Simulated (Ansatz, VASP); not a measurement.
# SiC: VASP beside Ansatz

```xyz
12
Lattice="3.1256 0.0000 0.0000 -1.5628 2.7069 0.0000 0.0000 0.0000 15.3369" Properties=species:S:1:pos:R:3 pbc="T T T"
Si    0.0000    1.8046   12.7756
Si    1.5628    0.9023    5.1071
Si    1.5628    0.9023   10.2221
Si    0.0000    1.8046    2.5536
Si    0.0000    0.0000    7.6642
Si    0.0000    0.0000   15.3327
C     0.0000    0.0000   13.4102
C     0.0000    0.0000    5.7417
C     0.0000    1.8046   10.8585
C     1.5628    0.9023    3.1901
C     1.5628    0.9023    8.3052
C     0.0000    1.8046    0.6367
```

Alike in both runs: task single point; functional PBE; k mesh 9 × 9 × 2; no spin polarisation.

```csv
,VASP,Ansatz
version,VASP 6.6.1,Ansatz 0.2.0
potentials or method,"VASP PAW PBE potentials, release 64 (Si, C)","plane waves, PAW"
plane-wave cutoff (eV),520,420
occupations,"gaussian, width 0.01 eV",fixed
valence electrons in the cell,48,48
```

```tsv
	VASP	Ansatz	Ansatz less VASP
gap on the k mesh at the Fermi level (eV)	2.12	2.12	+0.001
pressure (GPa)	-6.0	-5.9	+0.04
```
